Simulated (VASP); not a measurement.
# BaF2 (Frankdicksonite) (Fm-3m) in VASP: further runs, part 2 of 2

VASP 6.6.1. Earlier steps stand in the parts before.

## Step 5: Single point, r2SCAN (volume scaled by 1.06)

The input, POSCAR:

```
BaF2
1.0
    0.0000000000      3.1581089943      3.1581089943
    3.1581089943      0.0000000000      3.1581089943
    3.1581089943      3.1581089943      0.0000000000
Ba F
1 2
Direct
    0.0000000000      0.0000000000      0.0000000000
    0.2500000000      0.2500000000      0.2500000000
    0.7500000000      0.7500000000      0.7500000000
```

The input, INCAR.step1:

```
SYSTEM = BaF2
PREC     = Accurate       ! precision mode
ENCUT    = 660            ! plane-wave cutoff, eV
ISMEAR   = 0              ! smearing method
SIGMA    = 0.02           ! smearing width, eV
LREAL    = .False.        ! projectors in reciprocal space
LASPH    = .True.         ! aspherical terms in the spheres
NELM     = 120            ! most SCF steps
NBANDS   = 19             ! bands
GGA      = PE             ! functional
ALGO     = Normal         ! electronic algorithm
EDIFF    = 1E-5           ! SCF threshold, eV
LWAVE    = .True.         ! write WAVECAR
LCHARG   = .False.        ! write CHGCAR
GGA_COMPAT= .False.
```

The input, INCAR.step2:

```
SYSTEM = BaF2
PREC     = Accurate       ! precision mode
ENCUT    = 660            ! plane-wave cutoff, eV
EDIFF    = 1E-6           ! SCF threshold, eV
ISMEAR   = 0              ! smearing method
SIGMA    = 0.02           ! smearing width, eV
LREAL    = .False.        ! projectors in reciprocal space
LASPH    = .True.         ! aspherical terms in the spheres
NELM     = 120            ! most SCF steps
ALGO     = Normal         ! electronic algorithm
ISIF     = 2              ! what is computed and relaxed
LWAVE    = .False.        ! write WAVECAR
LCHARG   = .True.         ! write CHGCAR
METAGGA  = R2SCAN         ! meta-GGA
LMIXTAU  = .True.       
LELF     = .True.         ! ELF
LVHAR    = .True.       
NBANDS   = 19             ! bands
ISTART   = 1            
GGA_COMPAT= .False.
```

The input, KPOINTS:

```
regular mesh
0
Gamma
  6 6 6
  0 0 0
```

Potentials or basis: VASP PAW PBE potentials, release 64 (Ba_sv, F).

Started as:

```bash
> cat potpaw_PBE.64/Ba_sv/POTCAR potpaw_PBE.64/F/POTCAR > POTCAR
> cp INCAR.step1 INCAR
> mpirun -np 1 vasp_std > vasp.out
> cp INCAR.step2 INCAR
> mpirun -np 1 vasp_std > vasp.out
```

OUTCAR:

```text
SYSTEM = BaF2
   PREC = Accurate
   ENCUT = 660
   EDIFF = 1E-6
   ISMEAR = 0
   LREAL = .False.
   LASPH = .True.
   NELM = 120
   ISIF = 2
   METAGGA = R2SCAN
   ISTART = 1

 ion  position               nearest neighbor table
   1  0.000  0.000  0.000-   3 2.74   3 2.74   3 2.74   2 2.74   2 2.74   2 2.74   3 2.74   2 2.74

   2  0.250  0.250  0.250-   1 2.74   1 2.74   1 2.74   1 2.74
   3  0.750  0.750  0.750-   1 2.74   1 2.74   1 2.74   1 2.74

  LATTYP: Found a face centered cubic cell.
 ALAT       =     6.3162179886
[... 535 lines left out ...]

  FORCE on cell =-STRESS in cart. coord.  units (eV):
  Direction    XX          YY          ZZ          XY          YZ          ZX
  --------------------------------------------------------------------------------------
  -------------------------------------------------------------------------------------
  Total       -0.9588320     -0.9588320     -0.9588320      0.0000000      0.0000000      0.0000000
  in kB      -24.3860672    -24.3860672    -24.3860672      0.0000000      0.0000000      0.0000000
  external PRESSURE =     -24.3860672 kB  Pullay stress =       0.0000000 kB

 VOLUME and BASIS-vectors are now :
 -----------------------------------------------------------------------------
  energy-cutoff  :      660.00
  volume of cell :       63.00
      direct lattice vectors                 reciprocal lattice vectors
     0.000000000  3.158108994  3.158108994    -0.158322591  0.158322591  0.158322591
     3.158108994  0.000000000  3.158108994     0.158322591 -0.158322591  0.158322591
     3.158108994  3.158108994  0.000000000     0.158322591  0.158322591 -0.158322591

 POSITION                                       TOTAL-FORCE (eV/Angst)
 -----------------------------------------------------------------------------------
      0.00000      0.00000      0.00000         0.000000      0.000000     -0.000000
      1.57905      1.57905      1.57905        -0.000000     -0.000000      0.000000
      4.73716      4.73716      4.73716         0.000000      0.000000     -0.000000
 -----------------------------------------------------------------------------------
    total drift:                                0.000000     -0.000000      0.000000

  FREE ENERGIE OF THE ION-ELECTRON SYSTEM (eV)
  ---------------------------------------------------
  free  energy   TOTEN  =       -45.0553885150 eV

  energy  without entropy=      -45.0553885150  energy(sigma->0) =      -45.05538851
```

OUTCAR.step1:

```text
SYSTEM = BaF2
   PREC = Accurate
   ENCUT = 660
   ISMEAR = 0
   LREAL = .False.
   LASPH = .True.
   NELM = 120
[... 566 lines left out ...]
      0.00000      0.00000      0.00000        -0.000000      0.000000     -0.000000
      1.57905      1.57905      1.57905         0.000000      0.000000     -0.000000
      4.73716      4.73716      4.73716        -0.000000     -0.000000      0.000000
 -----------------------------------------------------------------------------------
    total drift:                                0.000000     -0.000000      0.000000

  FREE ENERGIE OF THE ION-ELECTRON SYSTEM (eV)
  ---------------------------------------------------
  free  energy   TOTEN  =       -17.1347764739 eV

  energy  without entropy=      -17.1347764739  energy(sigma->0) =      -17.13477647
```

Wall time 56 s (1 thread of Intel Xeon 6975P-C (Granite Rapids), shared host); peak memory 0.26 GiB.

What came out:

```yaml
Free_energy: -45.0554 eV
Pressure: -2.4 GPa
Band_gap_on_the_k_mesh: 7.11 eV, indirect (least direct gap 7.16 eV)
```

Levels at points of the mesh, in eV from the valence-band top:
| k point | band 9 | band 10 | band 11 | band 12 | band 13 | band 14 | band 15 | band 16 |
| --- | --- | --- | --- | --- | --- | --- | --- | --- |
| (0.00, 0.00, 0.00) | -1.31 | -0.05 | -0.05 | -0.05 | 7.11 | 9.69 | 9.69 | 11.82 |
| (0.50, 0.00, 0.00) | -0.58 | -0.33 | -0.16 | -0.16 | 9.61 | 9.62 | 9.62 | 9.91 |
| (0.50, 0.50, 0.00) | -0.34 | -0.28 | -0.28 | -0.08 | 7.60 | 9.56 | 11.05 | 12.40 |

Caveat: the PAW data sets were made with another functional, which shifts forces and pressure a little; spin-orbit coupling is left out, which moves the levels of the heavy elements. A k mesh can miss the band edges.

## Step 6: Summary

```tsv
cell	gap on the mesh (eV)	pressure (GPa)
a = 4.336 Å, angles 60.0°, 3 atoms	7.49	3.0
a = 4.380 Å, angles 60.0°, 3 atoms	7.36	0.9
a = 4.424 Å, angles 60.0°, 3 atoms	7.23	-0.9
a = 4.466 Å, angles 60.0°, 3 atoms	7.11	-2.4
```

Alike in all rows: task single point; level r2SCAN; potentials or basis VASP PAW PBE potentials, release 64 (Ba_sv, F); no spin polarisation; k mesh 6 × 6 × 6; cutoff (eV) 660; smearing gaussian 0.02 eV.

Caveats: the PAW data sets were made with another functional, which shifts forces and pressure a little; spin-orbit coupling is left out, which moves the levels of the heavy elements.

Absolute energies hang on the potentials; compare differences alone.
